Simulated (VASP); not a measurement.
# Na3OsRu (Pm-3m) in VASP: further runs

Runs on Na3OsRu. Level: PBE. Tasks: single point, relaxation of cell and atoms.

Everything below comes from runs of VASP 6.6.1. Logs are shortened: lines on timing, memory, paths and dates and some standing lists are left out, and cuts for length are marked.

## Step 1: The cell of the first run

Symmetry: Pm-3m, No. 221, cubic system. Conventional cell: a = 4.396 Å, b = 4.396 Å, c = 4.396 Å, α = 90.00°, β = 90.00°, γ = 90.00°. Na (site symmetry 4/mmm) has 2 Os at 2.20 Å within 2.9 Å. Ru (site symmetry m-3m) has 12 Na at 3.11 Å and 8 Os at 3.81 Å within 4.1 Å. Os (site symmetry m-3m) has 6 Na at 2.20 Å within 2.9 Å.

The cell was built from a structure type or drawn by symmetry, and may not be a known phase.

## Step 2: Single point, PBE

The input, INCAR:

```
ALGO     = Normal         # electronic algorithm
EDIFF    = 1E-7           # SCF threshold, eV
ENCUT    = 520            # plane-wave cutoff, eV
GGA      = PE             # functional
ISIF     = 2              # what is computed and relaxed
ISMEAR   = 0              # smearing method
LASPH    = T              # aspherical terms in the spheres
LCHARG   = F              # write CHGCAR
LREAL    = F              # projectors in reciprocal space
LWAVE    = F              # write WAVECAR
NBANDS   = 30             # bands
NELM     = 60             # most SCF steps
PREC     = Accurate       # precision mode
SIGMA    = 0.1            # smearing width, eV
```

The input, KPOINTS:

```
k-points
0
Gamma
  4 4 4
```

The input, POSCAR:

```
Na3OsRu
1.0
    4.3961590800      0.0000000000      0.0000000000
    0.0000000000      4.3961590800      0.0000000000
    0.0000000000      0.0000000000      4.3961590800
Na Ru Os
3 1 1
Direct
    0.0000000000      0.5000000000      0.5000000000
    0.5000000000      0.0000000000      0.5000000000
    0.5000000000      0.5000000000      0.0000000000
    0.0000000000      0.0000000000      0.0000000000
    0.5000000000      0.5000000000      0.5000000000
```

Potentials or basis: VASP PAW PBE potentials, release 64 (Na_pv, Ru_pv, Os).

The run is started by

```
cat potpaw_PBE.64/Na_pv/POTCAR potpaw_PBE.64/Ru_pv/POTCAR potpaw_PBE.64/Os/POTCAR > POTCAR
mpirun -np 1 vasp_std > vasp.out
```

OUTCAR:

```text
EDIFF = 1E-7
   ENCUT = 520
   GGA = PE
   ISIF = 2
   ISMEAR = 0
   LASPH = T
   LREAL = F
   NELM = 60
   PREC = Accurate

 ion  position               nearest neighbor table
   1  0.000  0.500  0.500-   5 2.20   5 2.20
   2  0.500  0.000  0.500-   5 2.20   5 2.20
   3  0.500  0.500  0.000-   5 2.20   5 2.20
   4  0.000  0.000  0.000-
   5  0.500  0.500  0.500-   1 2.20   2 2.20   3 2.20   3 2.20   2 2.20   1 2.20

  LATTYP: Found a simple cubic cell.
 ALAT       =     4.3961590800

  Lattice vectors:

 A1 = (   4.3961590800,   0.0000000000,   0.0000000000)
 A2 = (   0.0000000000,   4.3961590800,   0.0000000000)
 A3 = (   0.0000000000,   0.0000000000,   4.3961590800)

Analysis of symmetry for initial positions (statically):
=====================================================================
 Subroutine PRICEL returns:
 Original cell was already a primitive cell.

 Routine SETGRP: Setting up the symmetry group for a
 simple cubic supercell.

 Subroutine GETGRP returns: Found 48 space group operations
 (whereof 48 operations were pure point group operations)
 out of a pool of 48 trial point group operations.

The static configuration has the point symmetry O_h .

Analysis of symmetry for dynamics (positions and initial velocities):
=====================================================================
 Subroutine PRICEL returns:
 Original cell was already a primitive cell.

 Routine SETGRP: Setting up the symmetry group for a
 simple cubic supercell.

 Subroutine GETGRP returns: Found 48 space group operations
 (whereof 48 operations were pure point group operations)
 out of a pool of 48 trial point group operations.

The dynamic configuration has the point symmetry O_h .

 Subroutine INISYM returns: Found 48 space group operations
 (whereof 48 operations are pure point group operations),
 and found     1 'primitive' translations

----------------------------------------------------------------------------------------

                                     Primitive cell

  volume of cell :      84.9611

  direct lattice vectors                    reciprocal lattice vectors
     4.396159080  0.000000000  0.000000000     0.227471295  0.000000000  0.000000000
     0.000000000  4.396159080  0.000000000     0.000000000  0.227471295  0.000000000
     0.000000000  0.000000000  4.396159080     0.000000000  0.000000000  0.227471295

[... 73 lines left out ...]
   NELM   =     60;   NELMIN=  2; NELMDL= -5     # of ELM steps
   EDIFF  = 0.1E-06   stopping-criterion for ELM
   LREAL  =      F    real-space projection
   EDIFFG = 0.1E-05   stopping-criterion for IOM
   NSW    =      0    number of steps for IOM
   IBRION =     -1    ionic relax: 0-MD 1-quasi-New 2-CG
   NFREE  =      0    steps in history (QN), initial steepest desc. (CG)
   ISIF   =      2    stress and relaxation
   ISYM   =      2    0-nonsym 1-usesym 2-fastsym
   POTIM  = 0.5000    time-step for ionic-motion
   TEBEG  =    0.0;   TEEND  =   0.0 temperature during run
   PSTRESS=    0.0 pullay stress
   NELECT =      43.0000    total number of electrons
   NUPDOWN=      -1.0000    fix difference up-down
   EMIN   =  10.00;   EMAX   =-10.00  energy-range for DOS
   EFERMI =   0.00;   METHOD = LEGACY
   ISMEAR =     0;   SIGMA  =   0.10  broadening in eV -4-tet -1-fermi 0-gaus
   EFERMI_NEDOS =   21; number of points for ismear=-14 and -15
   IALGO  =     38    algorithm
   IMIX   =      4    mixing-type and parameters
     AMIX     =   0.40;   BMIX     =  1.00
     AMIX_MAG =   1.60;   BMIX_MAG =  1.00
  volume/ion in A,a.u.               =      16.99       114.67
  Fermi-wavevector in a.u.,A,eV,Ry     =   1.304641  2.465413 23.158304  1.702087
  Thomas-Fermi vector in A             =   2.435563
   LORBIT       =      0    0 simple, 1 ext, 2 COOP (PROOUT), +10 PAW based schemes
   GGA     = PE    functional components
   LHFCALC =     F    Hartree Fock is set to
   AEXX    =    0.0000 exact exchange contribution
   IVDW    =     0    specifies the selected vdW correction
   LEPSILON=     F    determine dielectric tensor
   LRPA    =     F    only Hartree local field effects (RPA)
 non-spin polarized calculation
 Gauss-broadening in eV      SIGMA  =   0.10
  energy-cutoff  :      520.00
  volume of cell :       84.96
 maximum number of plane-waves:      2320
 NGX is ok and might be reduce to    36
   NGX = 17   NGY = 17   NGZ = 17

 number of electron      43.0000045 magnetization

 Free energy of the ion-electron system (eV)
  ---------------------------------------------------
  ext. energy  EPLUGINS =         0.00000000
  ---------------------------------------------------
  free energy    TOTEN  =        -8.62298910 eV

  energy without entropy =       -8.55273017  energy(sigma->0) =       -8.58785964

 E-fermi :   3.9928     XC(G=0): -10.3998

 val. band max:        3.9874989881   @ k =   0.5000   0.5000   0.0000
 cond. band min:       4.0546457650   @ k =   0.5000   0.2500   0.2500
 fundamental gap:      0.0671467768
 Fermi energy:         3.9927997759

 k-point     1 :       0.0000    0.0000    0.0000
  band No.  band energies     occupation
      1     -37.3333      2.00000
      2     -37.3333      2.00000
      3     -37.3333      2.00000
      4     -19.7599      2.00000
      5     -19.7599      2.00000
      6     -19.7599      2.00000
[... 319 lines left out ...]
     29       8.2788      0.00000
     30       8.2788      0.00000

------------------------ aborting loop because EDIFF is reached ----------------------------------------

  FORCE on cell =-STRESS in cart. coord.  units (eV):
  Direction    XX          YY          ZZ          XY          YZ          ZX
  --------------------------------------------------------------------------------------
  -------------------------------------------------------------------------------------
  Total       16.3149345     16.3149345     16.3149345      0.0000000      0.0000000      0.0000000
  in kB      307.6633171    307.6633171    307.6633171      0.0000000      0.0000000      0.0000000
  external PRESSURE =     307.6633171 kB  Pullay stress =       0.0000000 kB

 VOLUME and BASIS-vectors are now :
 -----------------------------------------------------------------------------
  energy-cutoff  :      520.00
  volume of cell :       84.96
      direct lattice vectors                 reciprocal lattice vectors
     4.396159080  0.000000000  0.000000000     0.227471295  0.000000000  0.000000000
     0.000000000  4.396159080  0.000000000     0.000000000  0.227471295  0.000000000
     0.000000000  0.000000000  4.396159080     0.000000000  0.000000000  0.227471295

 POSITION                                       TOTAL-FORCE (eV/Angst)
 -----------------------------------------------------------------------------------
      0.00000      2.19808      2.19808         0.000000      0.000000      0.000000
      2.19808      0.00000      2.19808         0.000000      0.000000      0.000000
      2.19808      2.19808      0.00000         0.000000      0.000000      0.000000
      0.00000      0.00000      0.00000         0.000000      0.000000      0.000000
      2.19808      2.19808      2.19808         0.000000      0.000000      0.000000
 -----------------------------------------------------------------------------------
    total drift:                                0.000000      0.000000      0.000000

  FREE ENERGIE OF THE ION-ELECTRON SYSTEM (eV)
  ---------------------------------------------------
  free  energy   TOTEN  =        -8.6229890951 eV

  energy  without entropy=       -8.5527301749  energy(sigma->0) =       -8.58785964
```

OSZICAR:

```text
N       E                     dE             d eps       ncg     rms          rms(c)
DAV:   1     0.500734026829E+03    0.50073E+03   -0.22450E+04   600   0.172E+03
DAV:   2     0.247327830031E+02   -0.47600E+03   -0.46152E+03   612   0.524E+02
DAV:   3    -0.109378460195E+02   -0.35671E+02   -0.33007E+02   674   0.146E+02
[... 12 lines left out ...]
DAV:  16    -0.862299950327E+01    0.17505E-03   -0.19102E-04   640   0.606E-02    0.224E-02
DAV:  17    -0.862299315920E+01    0.63441E-05   -0.34767E-06   590   0.111E-02    0.266E-02
DAV:  18    -0.862299045863E+01    0.27006E-05   -0.11360E-06   576   0.442E-03    0.149E-02
DAV:  19    -0.862298916105E+01    0.12976E-05   -0.11227E-06   526   0.410E-03    0.383E-03
DAV:  20    -0.862298909515E+01    0.65900E-07   -0.15193E-07   340   0.179E-03
   1 F= -.86229891E+01 E0= -.85878596E+01  d E =-.702589E-01
```

stdout:

```text
POSCAR found type information on POSCAR NaRuOs
 POSCAR found :  3 types and       5 ions
 scaLAPACK will be used
 LDA part: xc-table for (Slater+PW92), standard interpolation
 POSCAR, INCAR and KPOINTS ok, starting setup
 FFT: planning ... GRIDC
 FFT: planning ... GRID_SOFT
 FFT: planning ... GRID
 WAVECAR not read
 entering main loop
```

Run time: 66 s. Hardware: 1 thread of Intel Xeon 8259CL, shared host; peak memory 0.22 GiB.

What came out:

```
Free energy            : -8.6230 eV
Pressure               : 30.8 GPa
Band gap on the k mesh : zero (an odd number of electrons rules out a gap without spin polarisation)
```

Levels at points of the mesh, in eV from the Fermi level:
```
           k point  band 17  band 18  band 19  band 20  band 21  band 22  band 23  band 24  band 25  band 26
(0.00, 0.00, 0.00)    -1.44    -1.44    -0.28    -0.28     0.09     0.09     0.09     2.88     3.17     3.17
(0.50, 0.00, 0.00)    -1.09    -0.91    -0.89    -0.62    -0.62    -0.32     0.07     0.08     4.81     6.09
(0.50, 0.50, 0.00)    -0.27    -0.25    -0.01     0.07     0.07     0.20     0.25     0.25     1.05     1.88
(0.50, 0.50, 0.50)    -1.15    -1.15    -0.01    -0.01     0.07     0.22     0.22     1.23     3.70     3.70
```

Caveat: the cell stands under pressure; spin-orbit coupling is left out, which moves the levels of the heavy elements.

## Step 3: Single point, PBE

This run uses another cell than the first one, of 29.87 Å³/atom.

The input, INCAR:

```
ALGO = Fast
EDIFF = 1E-7
ENCUT = 520
GGA = PE
ISIF = 2
ISMEAR = 0
LASPH = T
LCHARG = T
LELF = T
LREAL = F
LVHAR = T
LWAVE = F
NBANDS = 30
NELM = 60
PREC = Accurate
SIGMA = 0.1
```

KPOINTS is that of step 2.

Edit POSCAR of step 2 so:

```diff
@@ -2,5 +2,5 @@
 1.0
-    4.3961590800      0.0000000000      0.0000000000
-    0.0000000000      4.3961590800      0.0000000000
-    0.0000000000      0.0000000000      4.3961590800
+    5.3053486768      0.0000000000      0.0000000000
+    0.0000000000      5.3053486768      0.0000000000
+    0.0000000000      0.0000000000      5.3053486768
 Na Ru Os
```

Potentials or basis: VASP PAW PBE potentials, release 64 (Na_pv, Ru_pv, Os).

The run is started by

```
cat potpaw_PBE.64/Na_pv/POTCAR potpaw_PBE.64/Ru_pv/POTCAR potpaw_PBE.64/Os/POTCAR > POTCAR
mpirun -np 1 vasp_std > vasp.out
```

OUTCAR:

```text
EDIFF = 1E-7
   ENCUT = 520
   GGA = PE
   ISIF = 2
   ISMEAR = 0
   LASPH = T
   LREAL = F
   NELM = 60
   PREC = Accurate

 ion  position               nearest neighbor table
   1  0.000  0.500  0.500-   5 2.65   5 2.65
   2  0.500  0.000  0.500-   5 2.65   5 2.65
   3  0.500  0.500  0.000-   5 2.65   5 2.65
   4  0.000  0.000  0.000-
   5  0.500  0.500  0.500-   1 2.65   2 2.65   3 2.65   3 2.65   2 2.65   1 2.65

  LATTYP: Found a simple cubic cell.
[... 515 lines left out ...]
  Direction    XX          YY          ZZ          XY          YZ          ZX
  --------------------------------------------------------------------------------------
  -------------------------------------------------------------------------------------
  Total        0.2070041      0.2070041      0.2070041     -0.0000000     -0.0000000      0.0000000
  in kB        2.2209955      2.2209955      2.2209955     -0.0000000     -0.0000000      0.0000000
  external PRESSURE =       2.2209955 kB  Pullay stress =       0.0000000 kB

 VOLUME and BASIS-vectors are now :
 -----------------------------------------------------------------------------
  energy-cutoff  :      520.00
  volume of cell :      149.33
      direct lattice vectors                 reciprocal lattice vectors
     5.305348677  0.000000000  0.000000000     0.188489025  0.000000000  0.000000000
     0.000000000  5.305348677  0.000000000     0.000000000  0.188489025  0.000000000
     0.000000000  0.000000000  5.305348677     0.000000000  0.000000000  0.188489025

 POSITION                                       TOTAL-FORCE (eV/Angst)
 -----------------------------------------------------------------------------------
      0.00000      2.65267      2.65267         0.000000      0.000000      0.000000
      2.65267      0.00000      2.65267         0.000000      0.000000      0.000000
      2.65267      2.65267      0.00000         0.000000      0.000000      0.000000
      0.00000      0.00000      0.00000         0.000000      0.000000      0.000000
      2.65267      2.65267      2.65267         0.000000      0.000000      0.000000
 -----------------------------------------------------------------------------------
    total drift:                               -0.000000      0.000000     -0.000000

  FREE ENERGIE OF THE ION-ELECTRON SYSTEM (eV)
  ---------------------------------------------------
  free  energy   TOTEN  =       -12.4649323169 eV

  energy  without entropy=      -12.3055329159  energy(sigma->0) =      -12.38523262
```

stdout:

```text
POSCAR found type information on POSCAR NaRuOs
 POSCAR found :  3 types and       5 ions
 scaLAPACK will be used
 LDA part: xc-table for (Slater+PW92), standard interpolation
 POSCAR, INCAR and KPOINTS ok, starting setup
 FFT: planning ... GRIDC
 FFT: planning ... GRID_SOFT
 FFT: planning ... GRID
 WAVECAR not read
 entering main loop
```

It took 2.5 min on 1 thread of Intel Xeon 8259CL, shared host; peak memory 0.26 GiB.

Results:

- Free energy: -12.4649 eV
- Pressure: 0.2 GPa
- Band gap on the k mesh: zero (an odd number of electrons rules out a gap without spin polarisation)

Levels at points of the mesh, in eV from the Fermi level:
```tsv
k point	band 18	band 19	band 20	band 21	band 22	band 23	band 24	band 25	band 26	band 27
(0.00, 0.00, 0.00)	-0.41	-0.09	-0.09	0.09	0.09	0.09	0.95	2.38	2.38	2.38
(0.50, 0.00, 0.00)	-0.31	-0.27	-0.27	-0.18	-0.14	-0.09	0.00	3.21	3.85	3.85
(0.50, 0.50, 0.00)	-0.09	-0.04	0.00	0.07	0.16	0.16	0.35	0.35	0.96	4.14
(0.50, 0.50, 0.50)	-0.51	-0.51	-0.03	-0.03	0.01	0.01	0.71	2.37	2.37	2.37
```

Caveat: spin-orbit coupling is left out, which moves the levels of the heavy elements.

## Step 4: Relaxation of cell and atoms, PBE

The input, INCAR:

```
SYSTEM = Na3OsRu
PREC = Accurate ; ENCUT = 600
EDIFF = 1E-6 ; ISMEAR = 0
SIGMA = 0.1 ; LREAL = .False.
LASPH = .True. ; NELM = 60
ALGO = Normal ; ISIF = 3
LWAVE = .False. ; LCHARG = .False.
GGA = PE ; IBRION = 2
NSW = 90 ; EDIFFG = -0.04
```

The input, KPOINTS:

```
regular mesh
0
Gamma
  4 4 4
  0 0 0
```

Edit POSCAR of step 3 so:

```diff
@@ -2,5 +2,5 @@
 1.0
-    5.3053486768      0.0000000000      0.0000000000
-    0.0000000000      5.3053486768      0.0000000000
-    0.0000000000      0.0000000000      5.3053486768
+    4.3961590800      0.0000000000      0.0000000000
+    0.0000000000      4.3961590800      0.0000000000
+    0.0000000000      0.0000000000      4.3961590800
 Na Ru Os
```

The run is started by

```
cat potpaw_PBE.64/Na_pv/POTCAR potpaw_PBE.64/Ru_pv/POTCAR potpaw_PBE.64/Os/POTCAR > POTCAR
mpirun -np 1 vasp_std > vasp.out
```

Run time: 6 min. Hardware: 1 thread of Intel Xeon 8259CL, shared host; peak memory 0.23 GiB.

The run converged. Its results:

* Free energy: -12.4271 eV
* Relaxed volume: 30.07 Å³/atom
* Relaxed cell: a = 5.317 Å, b = 5.317 Å, c = 5.317 Å, α = 90.00°, β = 90.00°, γ = 90.00°
* Space group after relaxing (to 0.1 Å): Pm-3m (No. 221)
* Energy gained by relaxing: 760.9 meV/atom
* Ionic steps: 5
* Pressure after relaxing: -0.1 GPa
* Band gap on the k mesh: zero (an odd number of electrons rules out a gap without spin polarisation)

The path:
```tsv
step	energy change (eV)	largest force (eV/Å)	pressure (GPa)	volume (Å³)
1	0.0000	0.0000	30.77	84.96
2	-3.6619	0.0000	2.88	131.73
3	-3.7705	0.0000	1.14	141.07
4	-3.7596	0.0000	-1.10	161.04
5	-3.8046	0.0000	-0.08	150.34
```

Final structure:
```
Na Ru Os
1.0
     5.31733    0.00000    0.00000
     0.00000    5.31733    0.00000
     0.00000    0.00000    5.31733
Na Ru Os
3 1 1
Direct
  0.00000 0.50000 0.50000
  0.50000 0.00000 0.50000
  0.50000 0.50000 0.00000
  0.00000 0.00000 0.00000
  0.50000 0.50000 0.50000
```

Levels at points of the mesh, in eV from the Fermi level:
```
           k point  band 20  band 21  band 22  band 23  band 24  band 25
(0.00, 0.00, 0.00)    -0.09     0.09     0.09     0.09     0.93     2.38
(0.50, 0.00, 0.00)    -0.26    -0.18    -0.14    -0.09    -0.01     3.20
(0.50, 0.50, 0.00)     0.00     0.07     0.16     0.16     0.35     0.35
(0.50, 0.50, 0.50)    -0.04     0.01     0.70     2.35     2.35     2.35
```

Caveat: the volume moved by over 15 % at a fixed basis, so the end points are rough; spin-orbit coupling is left out, which moves the levels of the heavy elements.

## Step 5: Overview

| task | cell | cutoff (eV) | gap on the mesh (eV) | pressure (GPa) |
| --- | --- | --- | --- | --- |
| single point | a = 4.396 Å, 5 atoms | 520 | none | 30.8 |
| single point | a = 5.305 Å, 5 atoms | 520 | none | 0.2 |
| relaxation of cell and atoms | relaxed from a = 4.396 Å, 5 atoms | 600 | none | -0.1 |

Alike in all rows: level PBE; potentials or basis VASP PAW PBE potentials, release 64 (Na_pv, Ru_pv, Os); no spin polarisation; k mesh 4 × 4 × 4; smearing gaussian 0.1 eV.

Caveats: spin-orbit coupling is left out, which moves the levels of the heavy elements; the cell stands under pressure (at least some runs); the volume moved by over 15 % at a fixed basis, so the end points are rough (at least some runs).

Absolute energies hang on the potentials; compare differences alone.
